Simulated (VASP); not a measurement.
Here is a VASP 6.6.1 calculation.

Contents of INCAR:

```
  PREC = Accurate
  ENCUT = 520
  EDIFF = 1E-6
  ISMEAR = 0
  SIGMA = 0.1
  LREAL = False
  LASPH = True
  NELM = 100
  ALGO = Normal
  ISIF = 2
  LWAVE = False
  LCHARG = True
  GGA = PE
  LELF = True
  LVHAR = True
  NBANDS = 19
```

The input KPOINTS:

```
Automatic mesh
0
Gamma
  4 4 4
```

POSCAR

```
Si3As2
1.0
    4.7427257370      0.0000000000      0.0000000000
    0.0000000000      4.7427257370      0.0000000000
    0.0000000000      0.0000000000      4.7427257370
Si As
3 2
Direct
    0.5000000000      0.0000000000      0.0000000000
    0.0000000000      0.5000000000      0.0000000000
    0.0000000000      0.0000000000      0.5000000000
    0.5000000000      0.5000000000      0.5000000000
    0.0000000000      0.0000000000      0.0000000000
```

Potentials or basis: VASP PAW PBE potentials, release 64 (Si, As).

The run is started by

```console
$ cat potpaw_PBE.64/Si/POTCAR potpaw_PBE.64/As/POTCAR > POTCAR
$ mpirun -np 1 vasp_std > vasp.out
```

(1) What does it give for the band gap on the k mesh?

(2) Estimate the pressure.

## Answers

(1) zero (band 11 reaches 7.24 eV, above the bottom of band 12 at 4.77 eV).

(2) 0.3 GPa.
